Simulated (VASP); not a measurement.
## ZrB: single point with PBE

ZrB, a wire with vacuum:

```
Zr B
1.0
     9.00000    0.00000    0.00000
     0.00000    9.30000    0.00000
     0.00000    0.00000    4.16290
Zr B
1 1
Direct
  0.50000 0.50000 0.00000
  0.50000 0.50000 0.50000
```

* Program: VASP 6.6.1
* Task: single point
* Functional: PBE
* Potentials or basis: VASP PAW PBE potentials, release 64 (Zr_sv, B)
* Cutoff: 520 eV
* k mesh: 1 × 1 × 15
* Occupations: gaussian, width 0.05 eV
* Spin: collinear spin, ferromagnetic start
* Starting moments: [1.5, 0.5] μB

- Net moment: 0.73 μB per cell
- Site moments: Zr +0.23; B +0.05 μB
- Valence electrons inside the program's atomic spheres: Zr 9.96; B 1.78

Levels at points of the mesh, in eV from the Fermi level:
Spin up:
```tsv
k point	band 5	band 6	band 7	band 8	band 9	band 10	band 11	band 12
(0.00, 0.00, 0.00)	-6.22	-0.27	0.12	0.13	0.28	0.30	0.97	0.98
```
Spin down:
```csv
k point,band 4,band 5,band 6,band 7,band 8,band 9,band 10,band 11
"(0.00, 0.00, 0.00)",-27.16,-6.05,0.17,0.35,0.36,0.63,0.65,1.13
```

It took 3.2 min on 1 thread of Intel Xeon 6975P-C, with other jobs on the host, peak memory 0.53 GiB.
